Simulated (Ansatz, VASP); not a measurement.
**SiO2: VASP beside Ansatz**

Contents of INCAR:

```
SYSTEM = SiO2
ALGO     = Normal         ! electronic algorithm
EDIFF    = 1E-6           ! SCF threshold, eV
ENCUT    = 520            ! plane-wave cutoff, eV
GGA      = PS             ! functional
ISIF     = 2              ! what is computed and relaxed
ISMEAR   = -1             ! smearing method
LASPH    = .TRUE.         ! aspherical terms in the spheres
LCHARG   = .TRUE.         ! write CHGCAR
LELF     = .TRUE.         ! ELF
LREAL    = .FALSE.        ! projectors in reciprocal space
LVHAR    = .TRUE.       
LWAVE    = .FALSE.        ! write WAVECAR
NBANDS   = 25             ! bands
NELM     = 60             ! most SCF steps
PREC     = Accurate       ! precision mode
SIGMA    = 0.03           ! smearing width, eV
```

File KPOINTS:

```
k-points
0
G
  6 6 9
  0 0 0
```

The input POSCAR:

```
SiO2
1.0
    4.1382990000      0.0000000000      0.0000000000
    0.0000000000      4.1382990000      0.0000000000
    0.0000000000      0.0000000000      2.6678000000
Si O
2 4
Direct
    0.0000000000      0.0000000000      0.0000000000
    0.5000000000      0.5000000000      0.5000000000
    0.3067000000      0.3067000000      0.0000000000
    0.1933000000      0.8067000000      0.5000000000
    0.6933000000      0.6933000000      0.0000000000
    0.8067000000      0.1933000000      0.5000000000
```

Input for Ansatz:

```yaml
crystal:
  lattice:
    - [4.138299, 0.0, 0.0]
    - [0.0, 4.138299, 0.0]
    - [0.0, 0.0, 2.6678]
  atoms:
    - { symbol: Si, position: [0.0, 0.0, 0.0] }
    - { symbol: Si, position: [0.5, 0.5, 0.5] }
    - { symbol: O, position: [0.3067, 0.3067, 0.0] }
    - { symbol: O, position: [0.1933, 0.8067, 0.5] }
    - { symbol: O, position: [0.6933, 0.6933, 0.0] }
    - { symbol: O, position: [0.8067, 0.1933, 0.5] }
kpoints:
  mp_grid: { grid: [6, 6, 9] }
  band_path:
    path:
      - [0.0, 0.0, 0.0]
      - [0.0, 0.5, 0.0]
      - [0.5, 0.5, 0.0]
      - [0.0, 0.0, 0.0]
      - [0.0, 0.0, 0.5]
      - [0.0, 0.5, 0.5]
      - [0.5, 0.5, 0.5]
      - [0.0, 0.0, 0.5]
      - [0.0, 0.5, 0.0]
    npoints: 5
scf:
  occupations: { method: fermi_dirac, width: 0.03 }
hamiltonian:
  xc: pbesol
  pseudopotentials: { kind: all_electron, lapw: { basis_error: 0.001 } }
output:
  forces: true
  stress: true
  eigenvalues: true
```

Change from the starting cell: equal xx and yy strain of -1 %.

Alike in both runs: task single point; functional PBEsol; k mesh 6 × 6 × 9; occupations fermi-dirac, width 0.03 eV; no spin polarisation.

|  | VASP | Ansatz |
| --- | --- | --- |
| version | VASP 6.6.1 | Ansatz 0.2.0 |
| potentials or method | VASP PAW PBE potentials, release 64 (Si, O), cutoff 520 eV | all-electron LAPW, scalar-relativistic |

Ansatz gave:

| Item | Value |
| --- | --- |
| gap on the k mesh at the Fermi level (eV) | 5.91 |
| pressure (GPa) | 10.3 |
| traceless stress, the component that is largest in VASP (GPa) | -1.81 |
| rms of the force components (eV/Å) | 0.182 |

Task: Which values does VASP return?

Result: gap on the k mesh at the Fermi level (eV): 5.90; pressure (GPa): 11.2; traceless stress, the component that is largest in VASP (GPa): -1.17; rms of the force components (eV/Å): 0.202.

VASP's potentials were made for PBE, not for PBEsol. Atom by atom the forces differ by 0.020 eV/Å (rms over components). Ansatz ran all-electron here, and VASP with PAW potentials.
